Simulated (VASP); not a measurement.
**MgS: single point with LDA**

MgS:

```
CELL_PARAMETERS angstrom
3.10384 0.00000 0.00000
0.00000 3.10384 0.00000
0.00000 0.00000 3.10384
ATOMIC_POSITIONS crystal
Mg 0.00000 0.00000 0.00000
S 0.50000 0.50000 0.50000
```

```yaml
Program: VASP 6.6.1
Task: single point
Functional: LDA
Potentials_or_basis: VASP PAW LDA potentials, release 64 (Mg, S)
Cutoff: 600 eV
k_mesh: 6 × 6 × 6
Occupations: gaussian, width 0.05 eV
Spin: no spin polarisation
```

```json
{
  "Pressure": "9.1 GPa",
  "Band gap on the k mesh": "zero (bands 4 and 5 overlap by 0.50 eV)"
}
```

Levels at points of the mesh, in eV from the Fermi level:
```tsv
k point	band 1	band 2	band 3	band 4	band 5	band 6	band 7	band 8	band 9
(0.00, 0.00, 0.00)	-15.13	-1.56	-1.56	-1.56	1.69	3.79	3.79	13.71	13.71
(0.50, 0.00, 0.00)	-13.58	-7.81	-0.66	-0.66	4.40	6.82	7.33	7.55	7.55
(0.50, 0.50, 0.00)	-12.28	-5.99	-5.99	-0.87	0.27	7.87	9.03	9.03	9.23
(0.50, 0.50, 0.50)	-11.03	-4.55	-4.55	-4.55	1.17	1.17	1.17	6.10	18.19
```

Run time: 4.5 s on 1 thread of Intel(R) Xeon(R) 6975P-C (Granite Rapids), on a shared host, peak memory 0.13 GiB.

Caveat: the cell stands under pressure; semilocal functionals underestimate gaps, so a narrow gap can read as zero.
